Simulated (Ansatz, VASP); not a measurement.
## NbAs: VASP beside Ansatz

```
CELL_PARAMETERS angstrom
3.12685 0.00000 0.00000
0.00000 3.12685 0.00000
0.00000 0.00000 3.12685
ATOMIC_POSITIONS crystal
Nb 0.00000 0.00000 0.00000
As 0.50000 0.50000 0.50000
```

Change from the starting cell: volume scaled by 0.95, PAW files.

Alike in both runs: task single point; functional PBEsol; k mesh 13 × 13 × 13; occupations fermi-dirac, width 0.1 eV; no spin polarisation.

|  | VASP | Ansatz |
| --- | --- | --- |
| version | VASP 6.6.1 | Ansatz 0.2.0 |
| potentials or method | VASP PAW PBE potentials, release 64 (Nb_sv, As) | PAW with Ansatz's default frozen-core files, scalar-relativistic |
| plane-wave cutoff (eV) | 500 | 420 |
| valence electrons in the cell | 18 | 28 |

|  | VASP | Ansatz | Ansatz less VASP |
| --- | --- | --- | --- |
| pressure (GPa) | 10.7 | 10.5 | -0.27 |

VASP's potentials were made for PBE, not for PBEsol. VASP's potentials hold 18 valence electrons a cell and Ansatz's 28, so a difference there can come from the potentials and not from the codes.
